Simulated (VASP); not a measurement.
# Y (P6/mmm) in VASP: notebook, part 2 of 2

VASP 6.6.1. Earlier steps stand in the parts before.

## Step 3: Single point, BLYP (36.09 Å³/atom)

This run uses another cell than the first one, of 36.09 Å³/atom.

INCAR

```
SYSTEM = Y
PREC = Accurate
ENCUT = 520
EDIFF = 1E-7
ISMEAR = -1
SIGMA = 0.1
LREAL = .FALSE.
LASPH = .TRUE.
NELM = 60
ALGO = Normal
ISIF = 2
LWAVE = .FALSE.
LCHARG = .FALSE.
GGA = B5
ALDAX = 1.0
AGGAX = 1.0
AGGAC = 1.0
ALDAC = 0.0
NBANDS = 24
```

KPOINTS

```
regular mesh
0
G
  7 7 10
  0 0 0
```

POSCAR

```
Y
1.0
    5.8481656415      0.0000000000      0.0000000000
   -2.9240828207      5.0646600111      0.0000000000
    0.0000000000      0.0000000000      3.6553772507
Y
3
Direct
    1.0000000000      0.0000000000      0.0000000000
    0.3333333333      0.6666666667      0.5000000000
    0.6666666667      0.3333333333      0.5000000000
```

Potentials or basis: VASP PAW PBE potentials, release 64 (Y_sv).

Command:

```console
$ cat potpaw_PBE.64/Y_sv/POTCAR > POTCAR
$ mpirun -np 1 vasp_std > vasp.out
```

OUTCAR:

```text
SYSTEM = Y
   PREC = Accurate
   ENCUT = 520
   EDIFF = 1E-7
   ISMEAR = -1
   LREAL = .FALSE.
   LASPH = .TRUE.
   NELM = 60
   ISIF = 2
   GGA = B5

 ion  position               nearest neighbor table
   1  0.000  0.000  0.000-   2 3.84   3 3.84   2 3.84   3 3.84   2 3.84   2 3.84   3 3.84   3 3.84
                             3 3.84   3 3.84   2 3.84   2 3.84
   2  0.333  0.667  0.500-   3 3.38   3 3.38   3 3.38   1 3.84   1 3.84   1 3.84   1 3.84   1 3.84
                             1 3.84
   3  0.667  0.333  0.500-   2 3.38   2 3.38   2 3.38   1 3.84   1 3.84   1 3.84   1 3.84   1 3.84
                             1 3.84

  LATTYP: Found a hexagonal cell.
 ALAT       =     5.8481656415
 C/A-ratio  =     0.6250468052

  Lattice vectors:

 A1 = (   5.8481656415,   0.0000000000,   0.0000000000)
 A2 = (  -2.9240828207,   5.0646600111,   0.0000000000)
 A3 = (   0.0000000000,   0.0000000000,   3.6553772507)

Analysis of symmetry for initial positions (statically):
=====================================================================
 Subroutine PRICEL returns:
 Original cell was already a primitive cell.

 Routine SETGRP: Setting up the symmetry group for a
[... 164 lines left out ...]
  ext. energy  EPLUGINS =         0.00000000
  ---------------------------------------------------
  free energy    TOTEN  =       -16.20680869 eV

  energy without entropy =      -15.99844694  energy(sigma->0) =      -16.10262782

 E-fermi :   3.0000     XC(G=0):  -8.5623

 val. band max:        2.9988754875   @ k =   0.2857   0.1429   0.4000
 cond. band min:       3.0029510248   @ k =   0.4286   0.1429   0.5000
 fundamental gap:      0.0040755373
 Fermi energy:         3.0000354043

 k-point     1 :       0.0000    0.0000    0.0000
  band No.  band energies     occupation
      1     -39.9145      2.00000
      2     -39.8775      2.00000
      3     -39.8305      2.00000
      4     -20.0967      2.00000
      5     -20.0967      2.00000
      6     -19.9918      2.00000
[... 637 lines left out ...]
     23       4.9467      0.00000
     24       5.9106      0.00000

 [... further k-points ...]
[... 5 lines left out ...]
  --------------------------------------------------------------------------------------
  -------------------------------------------------------------------------------------
  Total       -1.7822082     -1.7822082     -1.6603430     -0.0000000     -0.0000000     -0.0000000
  in kB      -26.3734445    -26.3734445    -24.5700612     -0.0000000     -0.0000000     -0.0000000
  external PRESSURE =     -25.7723167 kB  Pullay stress =       0.0000000 kB

 VOLUME and BASIS-vectors are now :
 -----------------------------------------------------------------------------
  energy-cutoff  :      520.00
  volume of cell :      108.27
      direct lattice vectors                 reciprocal lattice vectors
     5.848165641  0.000000000  0.000000000     0.170993789  0.098723310  0.000000000
    -2.924082821  5.064660011  0.000000000     0.000000000  0.197446620  0.000000000
     0.000000000  0.000000000  3.655377251     0.000000000  0.000000000  0.273569575

 POSITION                                       TOTAL-FORCE (eV/Angst)
 -----------------------------------------------------------------------------------
      0.00000      0.00000      0.00000        -0.000000      0.000000      0.000000
     -0.00000      3.37644      1.82769        -0.000000     -0.000000      0.000000
      2.92408      1.68822      1.82769         0.000000      0.000000      0.000000
 -----------------------------------------------------------------------------------
    total drift:                               -0.000000      0.000000     -0.000000

  FREE ENERGIE OF THE ION-ELECTRON SYSTEM (eV)
  ---------------------------------------------------
  free  energy   TOTEN  =       -16.2068086865 eV

  energy  without entropy=      -15.9984469446  energy(sigma->0) =      -16.10262782
```

OSZICAR:

```text
N       E                     dE             d eps       ncg     rms          rms(c)
DAV:   1     0.151669938774E+03    0.15167E+03   -0.15882E+04  2304   0.127E+03
DAV:   2    -0.264588343114E+01   -0.15432E+03   -0.14812E+03  2744   0.295E+02
DAV:   3    -0.162014558455E+02   -0.13556E+02   -0.13144E+02  4376   0.477E+01
DAV:   4    -0.168045933278E+02   -0.60314E+00   -0.60156E+00  3168   0.109E+01
DAV:   5    -0.168216347146E+02   -0.17041E-01   -0.17039E-01  3592   0.160E+00    0.365E+01
DAV:   6    -0.163089532725E+02    0.51268E+00   -0.66551E-01  2432   0.432E+00    0.220E+01
DAV:   7    -0.162160428000E+02    0.92910E-01   -0.11002E+00  2912   0.528E+00    0.200E+00
DAV:   8    -0.162074598087E+02    0.85830E-02   -0.17057E-01  2936   0.194E+00    0.111E+00
DAV:   9    -0.162067467315E+02    0.71308E-03   -0.57765E-03  3608   0.445E-01    0.311E-01
DAV:  10    -0.162067682034E+02   -0.21472E-04   -0.13134E-03  3032   0.255E-01    0.452E-02
DAV:  11    -0.162067919318E+02   -0.23728E-04   -0.11212E-04  3728   0.431E-02    0.284E-02
DAV:  12    -0.162068083914E+02   -0.16460E-04   -0.16881E-05  2888   0.251E-02    0.365E-02
DAV:  13    -0.162068085658E+02   -0.17438E-06   -0.65992E-06  3152   0.134E-02    0.102E-02
DAV:  14    -0.162068082808E+02    0.28493E-06   -0.10209E-06  3088   0.758E-03    0.591E-03
DAV:  15    -0.162068086978E+02   -0.41698E-06   -0.18254E-07  2272   0.268E-03    0.180E-03
DAV:  16    -0.162068086865E+02    0.11277E-07   -0.36559E-08  1608   0.113E-03
   1 F= -.16206809E+02 E0= -.16102628E+02  d E =-.208362E+00
```

stdout:

```text
POSCAR found type information on POSCAR Y
 POSCAR found :  1 types and       3 ions
 scaLAPACK will be used
 -----------------------------------------------------------------------------
|                                                                             |
|                                                                             |
|     You enforced a specific xc type in the INCAR file but a different       |
|     I HOPE YOU KNOW WHAT YOU ARE DOING!                                     |
|                                                                             |
 -----------------------------------------------------------------------------

 LDA part: xc-table for (Slater(with rela. corr.)+VWN5), standard interpolation
 POSCAR, INCAR and KPOINTS ok, starting setup
 FFT: planning ... GRIDC
 FFT: planning ... GRID_SOFT
 FFT: planning ... GRID
 WAVECAR not read
 entering main loop
```

Wall time 6.5 min (1 thread of AMD EPYC, shared host); peak memory 0.27 GiB.

Results:

* Free energy: -16.2068 eV
* Pressure: -2.6 GPa
* Band gap on the k mesh: zero (an odd number of electrons rules out a gap without spin polarisation)

Caveat: the PAW data sets were made with another functional, which shifts forces and pressure a little.

## Step 4: Single point, BLYP (37.43 Å³/atom)

This run uses another cell than the first one, of 37.43 Å³/atom.

INCAR

```
PREC = Accurate
ENCUT = 520
EDIFF = 1E-6
ISMEAR = -1
SIGMA = 0.1
LREAL = False
LASPH = True
NELM = 80
ALGO = Normal
ISIF = 2
LWAVE = False
LCHARG = True
GGA = B5
ALDAX = 1.0
AGGAX = 1.0
AGGAC = 1.0
ALDAC = 0.0
LELF = True
LVHAR = True
NBANDS = 24
```

KPOINTS

```
Automatic mesh
0
Gamma
  7 7 10
```

POSCAR

```
Y
1.0
    5.9194917642      0.0000000000      0.0000000000
   -2.9597458821      5.1264302453      0.0000000000
    0.0000000000      0.0000000000      3.6999594158
Y
3
Direct
    1.0000000000      0.0000000000      0.0000000000
    0.3333333333      0.6666666667      0.5000000000
    0.6666666667      0.3333333333      0.5000000000
```

Command:

```console
$ cat potpaw_PBE.64/Y_sv/POTCAR > POTCAR
$ mpirun -np 1 vasp_std > vasp.out
```

Run time: 5.7 min. Hardware: 1 thread of AMD EPYC, shared host; peak memory 0.27 GiB.

The run converged. Its results:

- Free energy: -16.1301 eV
- Pressure: -3.5 GPa
- Band gap on the k mesh: zero (an odd number of electrons rules out a gap without spin polarisation)

Stress tensor (GPa, compression positive):
```
-3.62  0.00  0.00
 0.00 -3.62  0.00
 0.00  0.00 -3.39
```

Levels at points of the mesh, in eV from the Fermi level:
| k point | band 14 | band 15 | band 16 | band 17 | band 18 | band 19 | band 20 | band 21 |
| --- | --- | --- | --- | --- | --- | --- | --- | --- |
| (0.00, 0.00, 0.00) | -0.82 | 0.03 | 0.03 | 0.05 | 0.05 | 0.31 | 1.45 | 2.01 |
| (0.00, 0.00, 0.50) | -1.10 | -0.83 | -0.83 | -0.53 | -0.53 | 1.51 | 1.51 | 1.71 |

Caveat: the cell stands under tension; the PAW data sets were made with another functional, which shifts forces and pressure a little.

## Step 5: Single point, BLYP

This run uses another cell than the first one, of 33.42 Å³/atom.

INCAR

```
PREC     = Accurate       # precision mode
ENCUT    = 520            # plane-wave cutoff, eV
EDIFF    = 1E-6           # SCF threshold, eV
ISMEAR   = -1             # smearing method
SIGMA    = 0.1            # smearing width, eV
LREAL    = F              # projectors in reciprocal space
LASPH    = T              # aspherical terms in the spheres
NELM     = 100            # most SCF steps
ALGO     = Normal         # electronic algorithm
ISIF     = 2              # what is computed and relaxed
LWAVE    = F              # write WAVECAR
LCHARG   = F              # write CHGCAR
GGA      = B5             # functional
ALDAX    = 1.0          
AGGAX    = 1.0          
AGGAC    = 1.0          
ALDAC    = 0.0          
NBANDS   = 24             # bands
```

KPOINTS

```
Automatic mesh
0
Gamma
  9 9 12
```

POSCAR

```
Y
1.0
    5.7000466906      0.0000000000      0.0000000000
   -2.8500233453      4.9363852368      0.0000000000
    0.0000000000      0.0000000000      3.5627959736
Y
3
Direct
    1.0000000000      0.0000000000      0.0000000000
    0.3333333333      0.6666666667      0.5000000000
    0.6666666667      0.3333333333      0.5000000000
```

Command:

```console
$ cat potpaw_PBE.64/Y_sv/POTCAR > POTCAR
$ mpirun -np 1 vasp_std > vasp.out
```

Run time: 8.2 min. Hardware: 1 thread of AMD EPYC, shared host; peak memory 0.31 GiB.

The run converged. Its results:

- Free energy: -16.2754 eV
- Pressure: 0.0 GPa
- Band gap on the k mesh: zero (an odd number of electrons rules out a gap without spin polarisation)

Levels at points of the mesh, in eV from the Fermi level:
```tsv
k point	band 13	band 14	band 15	band 16	band 17	band 18	band 19	band 20	band 21	band 22
(0.00, 0.00, 0.00)	-4.50	-0.98	0.09	0.09	0.13	0.13	0.42	1.61	2.23	2.23
(0.00, 0.00, 0.50)	-1.71	-1.04	-1.04	-1.02	-0.65	-0.65	1.66	1.66	1.98	1.98
```

Caveat: the PAW data sets were made with another functional, which shifts forces and pressure a little.

## Step 6: Summary

| cell | k mesh | gap on the mesh (eV) | pressure (GPa) |
| --- | --- | --- | --- |
| a = 5.775, b = 5.775, c = 3.610 Å, angles 90.0, 90.0, 120.0°, 3 atoms | 7 × 7 × 10 | none | -1.4 |
| a = 5.848, b = 5.848, c = 3.655 Å, angles 90.0, 90.0, 120.0°, 3 atoms | 7 × 7 × 10 | none | -2.6 |
| a = 5.919, b = 5.919, c = 3.700 Å, angles 90.0, 90.0, 120.0°, 3 atoms | 7 × 7 × 10 | none | -3.5 |
| a = 5.700, b = 5.700, c = 3.563 Å, angles 90.0, 90.0, 120.0°, 3 atoms | 9 × 9 × 12 | none | 0.0 |

Alike in all rows: task single point; level BLYP; potentials or basis VASP PAW PBE potentials, release 64 (Y_sv); no spin polarisation; cutoff (eV) 520; smearing fermi-dirac 0.1 eV.

Caveats: the PAW data sets were made with another functional, which shifts forces and pressure a little; the cell stands under tension (at least some runs).

Total energies depend on the potentials used, so only differences within one code and one set of settings carry meaning.
